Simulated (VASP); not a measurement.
A run of VASP 6.6.1 is set up as follows.

Contents of INCAR:

```
SYSTEM = Ba
ALGO = Normal
EDIFF = 1E-6
ENCUT = 520
GGA = RP
ISIF = 2
ISMEAR = -1
LASPH = .True.
LCHARG = .True.
LELF = .True.
LREAL = .False.
LVHAR = .True.
LWAVE = .False.
NBANDS = 11
NELM = 60
PREC = Accurate
SIGMA = 0.1
```

KPOINTS

```
k-points
0
Gamma
  14 14 14
  0 0 0
```

The input POSCAR:

```
Ba
1.0
   -2.6747707196      2.6747707196      2.6747707196
    2.6747707196     -2.6747707196      2.6747707196
    2.6747707196      2.6747707196     -2.6747707196
Ba
1
Direct
    0.0000000000      0.0000000000      0.0000000000
```

Potentials or basis: VASP PAW PBE potentials, release 64 (Ba_sv).

Run with:

```sh
$ cat potpaw_PBE.64/Ba_sv/POTCAR > POTCAR
$ mpirun -np 1 vasp_std > vasp.out
```

Estimate the pressure.

-0.7 GPa.

Predict the band gap on the k mesh.

zero (bands 5 and 6 overlap by 0.61 eV).

Caveat: the PAW data sets were made with another functional, which shifts forces and pressure a little; spin-orbit coupling is left out, which moves the levels of the heavy elements.
